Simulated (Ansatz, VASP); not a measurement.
Ni in VASP and in Ansatz

```
CELL_PARAMETERS angstrom
0.00000 1.76046 1.76046
1.76046 0.00000 1.76046
1.76046 1.76046 0.00000
ATOMIC_POSITIONS crystal
Ni 0.00000 0.00000 0.00000
```

Alike in both runs: functional PBE; k mesh 19 × 19 × 19; occupations fermi-dirac, width 0.1 eV; collinear spin.

Ansatz relaxed the structure, and its values are those at the end. VASP's run is a single point on that final structure, the one shown.

|  | VASP | Ansatz |
| --- | --- | --- |
| version | VASP 6.6.1 | Ansatz 0.2.0 |
| potentials or method | VASP PAW PBE potentials, release 64 (Ni) | PAW with Ansatz's default frozen-core files, scalar-relativistic |
| plane-wave cutoff (eV) | 520 | 420 |
| valence electrons in the cell | 10 | 18 |

```csv
,VASP,Ansatz,Ansatz less VASP
pressure (GPa),-0.2,0.0,+0.18
net moment per atom (μB),0.61,0.63,+0.017
size of the moment on the site where the two differ most (μB),0.62,0.67,+0.043
```

Site moments also hang on the region over which each program counts them. VASP's potentials hold 10 valence electrons a cell and Ansatz's 18, so a difference there can come from the potentials and not from the codes.
